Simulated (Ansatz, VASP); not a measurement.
# Cs: VASP beside Ansatz

The input INCAR:

```
ALGO = Normal ; EDIFF = 1E-6
ENCUT = 520 ; GGA = PE
ISIF = 2 ; ISMEAR = -1
LASPH = T ; LCHARG = F
LREAL = F ; LWAVE = F
NBANDS = 16 ; NELM = 60
PREC = Accurate ; SIGMA = 0.08
```

KPOINTS

```
k-points
0
Gamma
  6 6 6
```

The input POSCAR:

```
Cs
1.0
    0.0000000000      4.8200830402      4.8200830402
    4.8200830402      0.0000000000      4.8200830402
    4.8200830402      4.8200830402      0.0000000000
Cs
2
Direct
   -0.1250000000     -0.1250000000     -0.1250000000
    0.1250000000      0.1250000000      0.1250000000
```

Input for Ansatz:

```yaml
crystal:
  lattice:
    - [0.0, 4.8200830402, 4.8200830402]
    - [4.8200830402, 0.0, 4.8200830402]
    - [4.8200830402, 4.8200830402, 0.0]
  atoms:
    - { symbol: Cs, position: [-0.125, -0.125, -0.125] }
    - { symbol: Cs, position: [0.125, 0.125, 0.125] }
kpoints:
  mp_grid: { grid: [6, 6, 6] }
scf:
  occupations: { method: fermi_dirac, width: 0.08 }
hamiltonian:
  xc: pbe
  pseudopotentials: { kind: all_electron, lapw: { basis_error: 0.001 } }
output:
  forces: true
  stress: true
  eigenvalues: true
  populations: true
```

Change from the starting cell: volume scaled by 0.6, LAPW.

Alike in both runs: task single point; functional PBE; k mesh 6 × 6 × 6; occupations fermi-dirac, width 0.08 eV; no spin polarisation.

```csv
,VASP,Ansatz
version,VASP 6.6.1,Ansatz 0.2.0
potentials or method,"VASP PAW PBE potentials, release 64 (Cs_sv), cutoff 520 eV","all-electron LAPW, scalar-relativistic"
```

```tsv
	VASP	Ansatz	Ansatz less VASP
pressure (GPa)	0.6	0.6	+0.01
```

Ansatz ran all-electron here, and VASP with PAW potentials.

Spin-orbit coupling is off throughout.
